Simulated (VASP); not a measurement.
Input of a VASP 6.6.1 run:

The input INCAR:

```
SYSTEM = GaP
ALGO     = Normal         ! electronic algorithm
EDIFF    = 1E-7           ! SCF threshold, eV
ENCUT    = 520            ! plane-wave cutoff, eV
ISIF     = 2              ! what is computed and relaxed
ISMEAR   = -1             ! smearing method
LASPH    = .TRUE.         ! aspherical terms in the spheres
LCHARG   = .FALSE.        ! write CHGCAR
LREAL    = .FALSE.        ! projectors in reciprocal space
LWAVE    = .FALSE.        ! write WAVECAR
NBANDS   = 16             ! bands
NELM     = 80             ! most SCF steps
PREC     = Accurate       ! precision mode
SIGMA    = 0.1            ! smearing width, eV
```

Contents of KPOINTS:

```
k-points
0
G
  13 13 13
  0 0 0
```

The input POSCAR:

```
GaP
1.0
    0.0000000000      2.2085202512      2.2085202512
    2.2085202512      0.0000000000      2.2085202512
    2.2085202512      2.2085202512      0.0000000000
Ga P
1 1
Direct
    0.0000000000      0.0000000000      0.0000000000
    0.2500000000      0.2500000000      0.2500000000
```

Potentials or basis: VASP PAW LDA potentials, release 64 (Ga_d, P).

Run with:

```bash
$ cat potpaw_LDA.64/Ga_d/POTCAR potpaw_LDA.64/P/POTCAR > POTCAR
$ mpirun -np 1 vasp_std > vasp.out
```

Estimate the pressure.

189.8 GPa.

Estimate the band gap on the k mesh.

zero (band 9 reaches 13.84 eV, above the bottom of band 10 at 13.33 eV).
